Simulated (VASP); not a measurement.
# HfC (Fm-3m) in VASP: a series of runs

HfC is run at these levels: LDA; tasks: relaxation of cell and atoms.

All numbers are computed with VASP 6.6.1; they aren't measurements. Logs are shortened: lines on timing, memory, paths and dates and some standing lists are left out, and cuts for length are marked.

## 1. The cell of the first run

The structure is cubic, space group Fm-3m (No. 225). The conventional cell has a = 4.650 Å, b = 4.650 Å, c = 4.650 Å, α = 90.00°, β = 90.00°, γ = 90.00°. Within 3.1 Å of Hf (site symmetry m-3m) lie 6 C at 2.33 Å. Within 3.1 Å of C (site symmetry m-3m) lie 6 Hf at 2.33 Å.

## 2. Relaxation of cell and atoms, LDA, target pressure 30 GPa, at which the enthalpy is minimised

Input file INCAR:

```
SYSTEM = HfC
PREC = Accurate ; ENCUT = 600
EDIFF = 1E-6 ; ISMEAR = 1
SIGMA = 0.1 ; LREAL = .FALSE.
LASPH = .TRUE. ; NELM = 60
ALGO = Normal ; ISIF = 3
LWAVE = .FALSE. ; LCHARG = .FALSE.
IBRION = 2 ; NSW = 80
EDIFFG = -0.03 ; PSTRESS = 300.0
```

Input file KPOINTS:

```
Automatic mesh
0
G
  12 12 12
  0 0 0
```

Input file POSCAR:

```
HfC
1.0
    0.0000000000      2.3250000000      2.3250000000
    2.3250000000      0.0000000000      2.3250000000
    2.3250000000      2.3250000000      0.0000000000
Hf C
1 1
Direct
    0.5000000000      0.5000000000      0.5000000000
    0.0000000000      0.0000000000      0.0000000000
```

Potentials or basis: VASP PAW LDA potentials, release 64 (Hf_pv, C).

Command:

```
> cat potpaw_LDA.64/Hf_pv/POTCAR potpaw_LDA.64/C/POTCAR > POTCAR
> mpirun -np 1 vasp_std > vasp.out
```

OUTCAR:

```text
SYSTEM = HfC
   PREC = Accurate
   ENCUT = 600
   EDIFF = 1E-6
   ISMEAR = 1
   LREAL = .FALSE.
   LASPH = .TRUE.
   NELM = 60
   ISIF = 3
   IBRION = 2
   NSW = 80
   EDIFFG = -0.03
   PSTRESS = 300.0

 ion  position               nearest neighbor table
   1  0.500  0.500  0.500-   2 2.33   2 2.33   2 2.33   2 2.33   2 2.33   2 2.33
   2  0.000  0.000  0.000-   1 2.33   1 2.33   1 2.33   1 2.33   1 2.33   1 2.33

  LATTYP: Found a face centered cubic cell.
 ALAT       =     4.6500000000

  Lattice vectors:

 A1 = (   0.0000000000,   2.3250000000,   2.3250000000)
 A2 = (   2.3250000000,   0.0000000000,   2.3250000000)
 A3 = (   2.3250000000,   2.3250000000,   0.0000000000)

Analysis of symmetry for initial positions (statically):
=====================================================================
 Subroutine PRICEL returns:
 Original cell was already a primitive cell.

 Routine SETGRP: Setting up the symmetry group for a
 face centered cubic supercell.

 Subroutine GETGRP returns: Found 48 space group operations
 (whereof 48 operations were pure point group operations)
 out of a pool of 48 trial point group operations.

The static configuration has the point symmetry O_h .

Analysis of symmetry for dynamics (positions and initial velocities):
=====================================================================
 Subroutine PRICEL returns:
 Original cell was already a primitive cell.

 Routine SETGRP: Setting up the symmetry group for a
 face centered cubic supercell.

 Subroutine GETGRP returns: Found 48 space group operations
 (whereof 48 operations were pure point group operations)
 out of a pool of 48 trial point group operations.

The dynamic configuration has the point symmetry O_h .

 Subroutine INISYM returns: Found 48 space group operations
 (whereof 48 operations are pure point group operations),
 and found     1 'primitive' translations

----------------------------------------------------------------------------------------

                                     Primitive cell

  volume of cell :      25.1362

  direct lattice vectors                    reciprocal lattice vectors
     0.000000000  2.325000000  2.325000000    -0.215053763  0.215053763  0.215053763
     2.325000000  0.000000000  2.325000000     0.215053763 -0.215053763  0.215053763
     2.325000000  2.325000000  0.000000000     0.215053763  0.215053763 -0.215053763

  length of vectors
     3.288046533  3.288046533  3.288046533     0.372484045  0.372484045  0.372484045

  position of ions in fractional coordinates (direct lattice)
     0.500000000  0.500000000  0.500000000
     0.000000000  0.000000000  0.000000000

[... 89 lines left out ...]
   EMIN   =  10.00;   EMAX   =-10.00  energy-range for DOS
   EFERMI =   0.00;   METHOD = LEGACY
   ISMEAR =     1;   SIGMA  =   0.10  broadening in eV -4-tet -1-fermi 0-gaus
   EFERMI_NEDOS =   21; number of points for ismear=-14 and -15
   IALGO  =     38    algorithm
   IMIX   =      4    mixing-type and parameters
     AMIX     =   0.40;   BMIX     =  1.00
     AMIX_MAG =   1.60;   BMIX_MAG =  1.00
  volume/ion in A,a.u.               =      12.57        84.81
  Fermi-wavevector in a.u.,A,eV,Ry     =   1.346949  2.545365 24.684672  1.814272
  Thomas-Fermi vector in A             =   2.474740
   LORBIT       =      0    0 simple, 1 ext, 2 COOP (PROOUT), +10 PAW based schemes
   GGA     = CA    functional components
   LHFCALC =     F    Hartree Fock is set to
   AEXX    =    0.0000 exact exchange contribution
   IVDW    =     0    specifies the selected vdW correction
   LEPSILON=     F    determine dielectric tensor
   LRPA    =     F    only Hartree local field effects (RPA)
 conjugate gradient relaxation of ions
 non-spin polarized calculation
 Methfessel and Paxton  Order N= 1 SIGMA  =   0.10
  energy-cutoff  :      600.00
  volume of cell :       25.14
 maximum number of plane-waves:       869
 NGX is ok and might be reduce to    28
   NGX = 13   NGY = 13   NGZ = 13

--------------------------------------- Ionic step        1  -------------------------------------------

 number of electron      14.0000000 magnetization

 Free energy of the ion-electron system (eV)
  ---------------------------------------------------
  ext. energy  EPLUGINS =         0.00000000
  ---------------------------------------------------
  free energy    TOTEN  =       -22.85206813 eV

  energy without entropy =      -22.85194767  energy(sigma->0) =      -22.85202798

------------------------ aborting loop because EDIFF is reached ----------------------------------------

  FORCE on cell =-STRESS in cart. coord.  units (eV):
  Direction    XX          YY          ZZ          XY          YZ          ZX
  --------------------------------------------------------------------------------------
  -------------------------------------------------------------------------------------
  Total       -1.8289508     -1.8289508     -1.8289508      0.0000000     -0.0000000      0.0000000
  in kB     -116.5772332   -116.5772332   -116.5772332      0.0000000     -0.0000000      0.0000000
  external PRESSURE =    -416.5772332 kB  Pullay stress =     300.0000000 kB
[... 25 lines left out ...]
--------------------------------------- Ionic step        2  -------------------------------------------

 number of electron      14.0000000 magnetization

 E-fermi :  10.9648     XC(G=0): -15.1884

 val. band max:       10.9132785255   @ k =   0.2500   0.1667   0.0000
 cond. band min:      10.9820699229   @ k =   0.3333   0.2500   0.0000
 fundamental gap:      0.0687913974
 Fermi energy:        10.9648421965

 k-point     1 :       0.0000    0.0000    0.0000
  band No.  band energies     occupation
      1     -16.3187      2.00000
      2     -16.3187      2.00000
      3     -16.3187      2.00000
      4      -3.5741      2.00000
      5      11.7155     -0.00000
      6      11.7155     -0.00000
      7      11.7155     -0.00000
      8      12.0641     -0.00000
      9      12.0641     -0.00000
     10      12.0641     -0.00000
     11      15.6047      0.00000
[... 435 lines left out ...]
--------------------------------------- Ionic step        5  -------------------------------------------

 number of electron      14.0000000 magnetization

 Free energy of the ion-electron system (eV)
  ---------------------------------------------------
  ext. energy  EPLUGINS =         0.00000000
  ---------------------------------------------------
  free energy    TOTEN  =       -22.71134794 eV

  energy without entropy =      -22.71107370  energy(sigma->0) =      -22.71125653

 E-fermi :   7.1064     XC(G=0): -13.1893

 val. band max:        7.0553338525   @ k =   0.1667   0.1667   0.0000
 cond. band min:       7.1333426207   @ k =   0.3333   0.2500   0.0000
 fundamental gap:      0.0780087682
 Fermi energy:         7.1063635954

 k-point     1 :       0.0000    0.0000    0.0000
  band No.  band energies     occupation
      1     -21.7048      2.00000
      2     -21.7048      2.00000
      3     -21.7048      2.00000
      4      -5.8251      2.00000
      5       8.1184     -0.00000
      6       8.1184     -0.00000
      7       8.1184     -0.00000
      8       8.3376     -0.00000
      9       8.3376     -0.00000
     10       8.3376     -0.00000
     11      10.7825      0.00000
[... 355 lines left out ...]
  energy  without entropy=      -22.7110737013  energy(sigma->0) =      -22.71125653

  enthalpy is  TOTEN    =       -18.6252548821 eV   P V=        4.0860930579

 reached required accuracy - stopping structural energy minimisation
```

It took 2.7 min on 1 thread of AMD EPYC 7R13, shared host; peak memory 0.15 GiB.

What came out:

```
Free energy                                            : -22.7113 eV
Relaxed volume                                         : 10.91 Å³/atom
Relaxed cell                                           : a = 3.137 Å, b = 3.137 Å, c = 3.137 Å, α = 60.00°, β = 60.00°, γ = 60.00°
Space group after relaxing (to 0.05 Å)                 : Fm-3m (No. 225)
Energy change on relaxing (the enthalpy is what falls) : +70.4 meV/atom
Ionic steps                                            : 5
Pressure after relaxing                                : 30.0 GPa
Band gap on the k mesh                                 : zero (band 7 reaches 8.12 eV, above the bottom of band 8 at 6.60 eV)
```

Step by step:
```csv
step,energy change (eV),largest force (eV/Å),pressure (GPa),volume (Å³)
1,0.0000,0.0000,-11.66,25.14
2,5.8792,0.0000,311.96,15.02
3,0.0665,0.0000,22.42,22.28
4,0.1154,0.0000,27.58,21.96
5,0.1407,0.0000,30.00,21.82
```

Final structure:
```xyz
2
Lattice="0.0000 2.2180 2.2180 2.2180 0.0000 2.2180 2.2180 2.2180 0.0000" Properties=species:S:1:pos:R:3 pbc="T T T"
Hf    2.2180    2.2180    2.2180
C     0.0000    0.0000    0.0000
```

Levels at points of the mesh, in eV from the Fermi level:
```
           k point  band 4  band 5  band 6  band 7  band 8  band 9  band 10  band 11
(0.00, 0.00, 0.00)  -12.93    1.01    1.01    1.01    1.23    1.23     1.23     3.68
(0.50, 0.00, 0.00)   -8.16   -6.88   -3.61   -3.61    5.98    5.98     6.56     7.29
(0.50, 0.50, 0.00)  -11.01   -2.45   -2.33    0.05    0.05    6.02     7.74     7.74
```

Caveat: the cell is relaxed towards a set pressure, so the enthalpy falls and the energy may rise; spin-orbit coupling is left out, which moves the levels of the heavy elements. Zero-point motion and thermal expansion aren't in these numbers.

## 3. Relaxation of cell and atoms, LDA, target pressure 40 GPa, at which the enthalpy is minimised

Input file INCAR:

```
PREC = Accurate ; ENCUT = 600
EDIFF = 1E-6 ; ISMEAR = 1
SIGMA = 0.1 ; LREAL = False
LASPH = True ; NELM = 60
ALGO = Normal ; ISIF = 3
LWAVE = False ; LCHARG = False
GGA = CA ; IBRION = 2
NSW = 80 ; EDIFFG = -0.03
PSTRESS = 400.0
```

Input file KPOINTS:

```
Automatic mesh
0
Gamma
  12 12 12
```

POSCAR is that of step 2.

Potentials or basis: VASP PAW LDA potentials, release 64 (Hf_pv, C).

Command:

```
> cat potpaw_LDA.64/Hf_pv/POTCAR potpaw_LDA.64/C/POTCAR > POTCAR
> mpirun -np 1 vasp_std > vasp.out
```

It took 2.3 min on 1 thread of AMD EPYC 7R13, shared host; peak memory 0.15 GiB.

It converged, with:

* Free energy: -22.5930 eV
* Relaxed volume: 10.64 Å³/atom
* Relaxed cell: a = 3.110 Å, b = 3.110 Å, c = 3.110 Å, α = 60.00°, β = 60.00°, γ = 60.00°
* Space group after relaxing (to 0.05 Å): Fm-3m (No. 225)
* Energy change on relaxing (the enthalpy is what falls): +129.5 meV/atom
* Ionic steps: 5
* Pressure after relaxing: 40.1 GPa
* Band gap on the k mesh: zero (band 7 reaches 8.35 eV, above the bottom of band 8 at 6.82 eV)

Step by step:
```
step  energy change (eV)  largest force (eV/Å)  pressure (GPa)  volume (Å³)
   1              0.0000                0.0000          -11.66        25.14
   2             10.8135                0.0000          520.35        13.09
   3              0.1048                0.0000           26.52        22.03
   4              0.1948                0.0000           34.82        21.55
   5              0.2591                0.0000           40.06        21.28
```

Final structure:
```
Hf C
1.0
     0.00000    2.19941    2.19941
     2.19941    0.00000    2.19941
     2.19941    2.19941    0.00000
Hf C
1 1
Direct
  0.50000 0.50000 0.50000
  0.00000 0.00000 0.00000
```

Levels at points of the mesh, in eV from the Fermi level:
```tsv
k point	band 3	band 4	band 5	band 6	band 7	band 8	band 9	band 10	band 11
(0.00, 0.00, 0.00)	-28.70	-13.06	1.02	1.02	1.02	1.22	1.22	1.22	3.75
(0.50, 0.00, 0.00)	-28.81	-8.10	-7.01	-3.72	-3.72	6.13	6.13	6.73	7.42
(0.50, 0.50, 0.00)	-29.12	-11.14	-2.57	-2.26	0.09	0.09	6.17	7.96	7.96
```

Caveat: the cell is relaxed towards a set pressure, so the enthalpy falls and the energy may rise; the volume moved by over 15 % at a fixed basis, so the end points are rough; spin-orbit coupling is left out, which moves the levels of the heavy elements. Zero-point motion and thermal expansion aren't in these numbers.
